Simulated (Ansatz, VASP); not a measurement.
CdSe in VASP and in Ansatz

```
Cd Se
1.0
    -4.22961    4.22961    4.22961
     4.22961   -4.22961    4.22961
     4.22961    4.22961   -4.22961
Cd Se
4 4
Direct
  0.31917 0.00000 0.00000
  0.68083 0.68083 0.68083
  0.00000 0.31917 0.00000
  0.00000 0.00000 0.31917
  0.00000 0.67322 0.00000
  0.32678 0.32678 0.32678
  0.67322 0.00000 0.00000
  0.00000 0.00000 0.67322
```

Alike in both runs: task single point; functional PBE; k mesh 2 × 2 × 2; occupations gaussian, width 0.1 eV; no spin polarisation.

```csv
,VASP,Ansatz
version,VASP 6.6.1,Ansatz 0.2.0
potentials or method,"VASP PAW PBE potentials, release 64 (Cd, Se), cutoff 520 eV","scalar-relativistic, plane waves, PAW"
valence electrons in the cell,72,144
```

Ansatz gave:

```
gap on the k mesh at the Fermi level (eV) : 0.91
least direct gap on the mesh (eV)         : 0.95
pressure (GPa)                            : 0.0
rms of the force components (eV/Å)        : 0.016
```

Question: Estimate VASP's values.

Answer: gap on the k mesh at the Fermi level (eV): 0.90; least direct gap on the mesh (eV): 0.95; pressure (GPa): 0.2; rms of the force components (eV/Å): 0.018.

Atom by atom the forces differ by 0.004 eV/Å (rms over components). The functional is the same, so the differences come from potentials, cutoffs and numerics. VASP's potentials hold 72 valence electrons a cell and Ansatz's 144, so a difference there can come from the potentials and not from the codes.

The k mesh is coarse, so the values compare programs but aren't converged.
